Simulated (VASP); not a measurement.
# RbMg3Zn (Pm-3m) in VASP: a series of runs

Runs on RbMg3Zn. Level: PBE. Tasks: single point, relaxation of cell and atoms.

Everything below comes from runs of VASP 6.6.1. Logs are shortened: lines on timing, memory, paths and dates and some standing lists are left out, and cuts for length are marked.

### 1 The cell of the first run

It takes space group Pm-3m (No. 221, cubic). The conventional cell has a = 5.327 Å, b = 5.327 Å, c = 5.327 Å, α = 90.00°, β = 90.00°, γ = 90.00°. Within 4.9 Å of Rb (site symmetry m-3m) lie 12 Mg at 3.77 Å and 8 Zn at 4.61 Å. Within 3.5 Å of Mg (site symmetry 4/mmm) lie 2 Zn at 2.66 Å. Within 3.5 Å of Zn (site symmetry m-3m) lie 6 Mg at 2.66 Å.

The cell was built from a structure type or drawn by symmetry, and may not be a known phase.

### 2 Single point, PBE

Input file INCAR:

```
SYSTEM = RbMg3Zn
ALGO = Normal
EDIFF = 1E-6
ENCUT = 520
GGA = PE
ISIF = 2
ISMEAR = 0
LASPH = .TRUE.
LCHARG = .FALSE.
LREAL = .FALSE.
LWAVE = .FALSE.
NBANDS = 22
NELM = 100
PREC = Accurate
SIGMA = 0.1
```

Input file KPOINTS:

```
k-points
0
G
  8 8 8
  0 0 0
```

Input file POSCAR:

```
RbMg3Zn
1.0
    5.3270752142      0.0000000000      0.0000000000
    0.0000000000      5.3270752142      0.0000000000
    0.0000000000      0.0000000000      5.3270752142
Rb Mg Zn
1 3 1
Direct
    0.5000000000      0.5000000000      0.5000000000
    0.0000000000      0.5000000000      0.0000000000
    0.0000000000      0.0000000000      0.5000000000
    0.5000000000      0.0000000000      0.0000000000
    0.0000000000      0.0000000000      0.0000000000
```

Potentials or basis: VASP PAW PBE potentials, release 64 (Rb_sv, Mg, Zn).

Command:

```
$ cat potpaw_PBE.64/Rb_sv/POTCAR potpaw_PBE.64/Mg/POTCAR potpaw_PBE.64/Zn/POTCAR > POTCAR
$ mpirun -np 1 vasp_std > vasp.out
```

OUTCAR:

```text
SYSTEM = RbMg3Zn
   EDIFF = 1E-6
   ENCUT = 520
   GGA = PE
   ISIF = 2
   ISMEAR = 0
   LASPH = .TRUE.
   LREAL = .FALSE.
   NELM = 100
   PREC = Accurate

 ion  position               nearest neighbor table
   1  0.500  0.500  0.500-   2 3.77   3 3.77   4 3.77   2 3.77   4 3.77   3 3.77   4 3.77   4 3.77
                             2 3.77   3 3.77   2 3.77   3 3.77
   2  0.000  0.500  0.000-   5 2.66   5 2.66   1 3.77   1 3.77   1 3.77   1 3.77
   3  0.000  0.000  0.500-   5 2.66   5 2.66   1 3.77   1 3.77   1 3.77   1 3.77
   4  0.500  0.000  0.000-   5 2.66   5 2.66   1 3.77   1 3.77   1 3.77   1 3.77
   5  0.000  0.000  0.000-   2 2.66   3 2.66   4 2.66   3 2.66   2 2.66   4 2.66

  LATTYP: Found a simple cubic cell.
 ALAT       =     5.3270752142

  Lattice vectors:

 A1 = (   5.3270752142,   0.0000000000,   0.0000000000)
 A2 = (   0.0000000000,   5.3270752142,   0.0000000000)
 A3 = (   0.0000000000,   0.0000000000,   5.3270752142)

Analysis of symmetry for initial positions (statically):
=====================================================================
 Subroutine PRICEL returns:
 Original cell was already a primitive cell.

 Routine SETGRP: Setting up the symmetry group for a
 simple cubic supercell.

 Subroutine GETGRP returns: Found 48 space group operations
 (whereof 48 operations were pure point group operations)
 out of a pool of 48 trial point group operations.

The static configuration has the point symmetry O_h .

Analysis of symmetry for dynamics (positions and initial velocities):
=====================================================================
 Subroutine PRICEL returns:
 Original cell was already a primitive cell.

 Routine SETGRP: Setting up the symmetry group for a
 simple cubic supercell.

 Subroutine GETGRP returns: Found 48 space group operations
 (whereof 48 operations were pure point group operations)
 out of a pool of 48 trial point group operations.

The dynamic configuration has the point symmetry O_h .

 Subroutine INISYM returns: Found 48 space group operations
 (whereof 48 operations are pure point group operations),
 and found     1 'primitive' translations

----------------------------------------------------------------------------------------

                                     Primitive cell

  volume of cell :     151.1703

  direct lattice vectors                    reciprocal lattice vectors
     5.327075214  0.000000000  0.000000000     0.187720270  0.000000000  0.000000000
     0.000000000  5.327075214  0.000000000     0.000000000  0.187720270  0.000000000
     0.000000000  0.000000000  5.327075214     0.000000000  0.000000000  0.187720270

  length of vectors
     5.327075214  5.327075214  5.327075214     0.187720270  0.187720270  0.187720270

  position of ions in fractional coordinates (direct lattice)
     0.500000000  0.500000000  0.500000000
     0.000000000  0.500000000  0.000000000
     0.000000000  0.000000000  0.500000000
     0.500000000  0.000000000  0.000000000
     0.000000000  0.000000000  0.000000000

  ion indices of the primitive-cell ions
   primitive index   ion index
                 1           1
                 2           2
                 3           3
                 4           4
                 5           5

----------------------------------------------------------------------------------------

 KPOINTS: k-points

Automatic generation of k-mesh.
 Grid dimensions read from file:
 generate k-points for:    8    8    8

 Generating k-lattice:

  Cartesian coordinates                     Fractional coordinates (reciprocal lattice)
     0.023465034  0.000000000  0.000000000     0.125000000  0.000000000  0.000000000
     0.000000000  0.023465034  0.000000000     0.000000000  0.125000000  0.000000000
     0.000000000  0.000000000  0.023465034     0.000000000  0.000000000  0.125000000

  Length of vectors
     0.023465034  0.023465034  0.023465034

  Shift w.r.t. Gamma in fractional coordinates (k-lattice)
     0.000000000  0.000000000  0.000000000

 Subroutine IBZKPT returns following result:
 ===========================================

 Found     35 irreducible k-points:

 Following reciprocal coordinates:
            Coordinates               Weight
  0.000000  0.000000  0.000000      1.000000
  0.125000  0.000000  0.000000      6.000000
  0.250000  0.000000  0.000000      6.000000
  0.375000  0.000000  0.000000      6.000000
  0.500000  0.000000  0.000000      3.000000
  0.125000  0.125000  0.000000     12.000000
[... 16 lines left out ...]
  0.375000  0.375000  0.125000     24.000000
  0.500000  0.375000  0.125000     24.000000
 [... further k-points ...]
   k-points           NKPTS =     35   k-points in BZ     NKDIM =     35   number of bands    NBANDS=     22
   number of dos      NEDOS =    301   number of ions     NIONS =      5
   total plane-waves  NPLWV =  64000
   dimension x,y,z NGX =    40 NGY =   40 NGZ =   40
   dimension x,y,z NGXF=    80 NGYF=   80 NGZF=   80
   ions per type =               1   3   1
   NGX,Y,Z   is equivalent  to a cutoff of  12.48, 12.48, 12.48 a.u.
   NGXF,Y,Z  is equivalent  to a cutoff of  24.97, 24.97, 24.97 a.u.
 SYSTEM =  RbMg3Zn
   PREC   = accura    normal or accurate (medium, high low for compatibility)
   ISTART =      0    job   : 0-new  1-cont  2-samecut
   ICHARG =      2    charge: 1-file 2-atom 10-const
   ISPIN  =      1    spin polarized calculation?
   LNONCOLLINEAR =      F non collinear calculations
   LSORBIT =      F    spin-orbit coupling
   LASPH  =      T    aspherical Exc in radial PAW
   ENCUT  =  520.0 eV  38.22 Ry    6.18 a.u.   9.90  9.90  9.90*2*pi/ulx,y,z
   NELM   =    100;   NELMIN=  2; NELMDL= -5     # of ELM steps
   EDIFF  = 0.1E-05   stopping-criterion for ELM
   LREAL  =      F    real-space projection
   EDIFFG = 0.1E-04   stopping-criterion for IOM
   NSW    =      0    number of steps for IOM
   IBRION =     -1    ionic relax: 0-MD 1-quasi-New 2-CG
   NFREE  =      0    steps in history (QN), initial steepest desc. (CG)
   ISIF   =      2    stress and relaxation
   ISYM   =      2    0-nonsym 1-usesym 2-fastsym
   POTIM  = 0.5000    time-step for ionic-motion
   TEBEG  =    0.0;   TEEND  =   0.0 temperature during run
   PSTRESS=    0.0 pullay stress
   NELECT =      27.0000    total number of electrons
   NUPDOWN=      -1.0000    fix difference up-down
   EMIN   =  10.00;   EMAX   =-10.00  energy-range for DOS
   EFERMI =   0.00;   METHOD = LEGACY
   ISMEAR =     0;   SIGMA  =   0.10  broadening in eV -4-tet -1-fermi 0-gaus
   EFERMI_NEDOS =   21; number of points for ismear=-14 and -15
   IALGO  =     38    algorithm
   IMIX   =      4    mixing-type and parameters
     AMIX     =   0.40;   BMIX     =  1.00
     AMIX_MAG =   1.60;   BMIX_MAG =  1.00
  volume/ion in A,a.u.               =      30.23       204.03
  Fermi-wavevector in a.u.,A,eV,Ry     =   0.921950  1.742232 11.564835  0.849991
  Thomas-Fermi vector in A             =   2.047423
   LORBIT       =      0    0 simple, 1 ext, 2 COOP (PROOUT), +10 PAW based schemes
   GGA     = PE    functional components
   LHFCALC =     F    Hartree Fock is set to
   AEXX    =    0.0000 exact exchange contribution
   IVDW    =     0    specifies the selected vdW correction
   LEPSILON=     F    determine dielectric tensor
   LRPA    =     F    only Hartree local field effects (RPA)
 non-spin polarized calculation
 Gauss-broadening in eV      SIGMA  =   0.10
  energy-cutoff  :      520.00
  volume of cell :      151.17
 maximum number of plane-waves:      4092
 NGX is ok and might be reduce to    40
   NGX = 19   NGY = 19   NGZ = 19

 number of electron      27.0000039 magnetization

 Free energy of the ion-electron system (eV)
  ---------------------------------------------------
  ext. energy  EPLUGINS =         0.00000000
  ---------------------------------------------------
  free energy    TOTEN  =        -5.73050323 eV

  energy without entropy =       -5.71937113  energy(sigma->0) =       -5.72493718

 E-fermi :   1.6415     XC(G=0):  -7.9473

 val. band max:        1.5694137051   @ k =   0.5000   0.2500   0.1250
 cond. band min:       1.6431023320   @ k =   0.5000   0.5000   0.3750
 fundamental gap:      0.0736886269
 Fermi energy:         1.6415307558

 k-point     1 :       0.0000    0.0000    0.0000
  band No.  band energies     occupation
      1     -26.2930      2.00000
      2     -10.4471      2.00000
      3     -10.4471      2.00000
      4     -10.4471      2.00000
      5      -5.9049      2.00000
      6      -5.9049      2.00000
[... 14 lines left out ...]
     21       5.8591      0.00000
     22       5.8591      0.00000

 k-point     2 :       0.1250    0.0000    0.0000
  band No.  band energies     occupation
      1     -26.2929      2.00000
      2     -10.4554      2.00000
      3     -10.4464      2.00000
      4     -10.4464      2.00000
      5      -5.9047      2.00000
      6      -5.9016      2.00000
[... 14 lines left out ...]
     21       6.2110      0.00000
     22       6.3800      0.00000

 k-point     3 :       0.2500    0.0000    0.0000
  band No.  band energies     occupation
      1     -26.2926      2.00000
      2     -10.4754      2.00000
      3     -10.4446      2.00000
      4     -10.4446      2.00000
      5      -5.9040      2.00000
      6      -5.8940      2.00000
[... 14 lines left out ...]
     21       5.6214      0.00000
     22       6.0266      0.00000
[... 476 lines left out ...]
 k-point    23 :       0.3750    0.3750    0.1250
  band No.  band energies     occupation
      1     -26.2916      2.00000
      2     -10.4857      2.00000
      3     -10.4840      2.00000
      4     -10.4457      2.00000
      5      -5.8915      2.00000
      6      -5.8734      2.00000
[... 14 lines left out ...]
     21       6.0487      0.00000
     22       6.2707      0.00000

 k-point    24 :       0.5000    0.3750    0.1250
  band No.  band energies     occupation
      1     -26.2914      2.00000
      2     -10.4921      2.00000
      3     -10.4834      2.00000
      4     -10.4449      2.00000
      5      -5.8909      2.00000
      6      -5.8705      2.00000
[... 14 lines left out ...]
     21       6.1172      0.00000
     22       6.7840      0.00000

 [... further k-points ...]
[... 5 lines left out ...]
  --------------------------------------------------------------------------------------
  -------------------------------------------------------------------------------------
  Total       -0.0174483     -0.0174483     -0.0174483     -0.0000000     -0.0000000      0.0000000
  in kB       -0.1849262     -0.1849262     -0.1849262     -0.0000000     -0.0000000      0.0000000
  external PRESSURE =      -0.1849262 kB  Pullay stress =       0.0000000 kB

 VOLUME and BASIS-vectors are now :
 -----------------------------------------------------------------------------
  energy-cutoff  :      520.00
  volume of cell :      151.17
      direct lattice vectors                 reciprocal lattice vectors
     5.327075214  0.000000000  0.000000000     0.187720270  0.000000000  0.000000000
     0.000000000  5.327075214  0.000000000     0.000000000  0.187720270  0.000000000
     0.000000000  0.000000000  5.327075214     0.000000000  0.000000000  0.187720270

 POSITION                                       TOTAL-FORCE (eV/Angst)
 -----------------------------------------------------------------------------------
      2.66354      2.66354      2.66354         0.000000      0.000000      0.000000
      0.00000      2.66354      0.00000         0.000000      0.000000      0.000000
      0.00000      0.00000      2.66354         0.000000      0.000000      0.000000
      2.66354      0.00000      0.00000         0.000000      0.000000      0.000000
      0.00000      0.00000      0.00000         0.000000      0.000000      0.000000
 -----------------------------------------------------------------------------------
    total drift:                               -0.000000      0.000000     -0.000000

  FREE ENERGIE OF THE ION-ELECTRON SYSTEM (eV)
  ---------------------------------------------------
  free  energy   TOTEN  =        -5.7305032343 eV

  energy  without entropy=       -5.7193711347  energy(sigma->0) =       -5.72493718
```

Wall time 95 s (1 thread of Intel Xeon 6975P-C (Granite Rapids), shared host); peak memory 0.32 GiB.

What came out:

```
Free energy            : -5.7305 eV
Pressure               : 0.0 GPa
Band gap on the k mesh : zero (an odd number of electrons rules out a gap without spin polarisation)
```

Levels at points of the mesh, in eV from the Fermi level:
```csv
k point,band 12,band 13,band 14,band 15,band 16,band 17
"(0.00, 0.00, 0.00)",-0.85,-0.85,-0.40,-0.40,-0.28,3.72
"(0.50, 0.00, 0.00)",-0.66,-0.66,0.58,0.83,0.91,2.11
"(0.50, 0.50, 0.00)",-2.92,-1.16,0.02,0.89,1.57,1.57
"(0.50, 0.50, 0.50)",-2.70,-2.70,-0.16,-0.16,-0.16,2.28
```

(Continued in part 2 of 2.)
